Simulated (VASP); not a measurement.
Write the native input for VASP 6.6.1 that does the following.

* Task: single point
* Functional: PBE
* Potentials or basis: VASP PAW PBE potentials, release 64 (Bi_d)
* Cutoff: 520 eV
* k mesh: 15 × 15 × 15
* Occupations: fermi-dirac, width 0.05 eV
* Spin: no spin polarisation
* Dipole correction: no
* Further INCAR settings: ALGO = Normal; EDIFF = 1e-06; NBANDS = 14

The structure of Bi lies in POSCAR:

```
Bi
1.0
   -1.9907489211      1.9907489211      1.9907489211
    1.9907489211     -1.9907489211      1.9907489211
    1.9907489211      1.9907489211     -1.9907489211
Bi
1
Direct
    0.0000000000      0.0000000000      0.0000000000
```

This isn't the form of Bi at room conditions, which is rhombohedral.

These files were run (other wordings do the same):

INCAR

```
PREC = Accurate ; ENCUT = 520
EDIFF = 1E-6 ; ISMEAR = -1
SIGMA = 0.05 ; LREAL = F
LASPH = T ; NELM = 100
ALGO = Normal ; ISIF = 2
LWAVE = F ; LCHARG = F
GGA = PE ; NBANDS = 14
```

KPOINTS

```
regular mesh
0
Gamma
  15 15 15
```

Potentials or basis: VASP PAW PBE potentials, release 64 (Bi_d).

Run with:

```sh
$ cat potpaw_PBE.64/Bi_d/POTCAR > POTCAR
$ mpirun -np 1 vasp_std > vasp.out
```

It gave:

* Pressure: 0.0 GPa
* Band gap on the k mesh: zero (an odd number of electrons rules out a gap without spin polarisation)

Caveat: spin-orbit coupling is left out, which moves the levels of the heavy elements.

Wall time 80 s on 1 thread of Intel Xeon 8259CL, with other jobs on the host, peak memory 0.19 GiB.
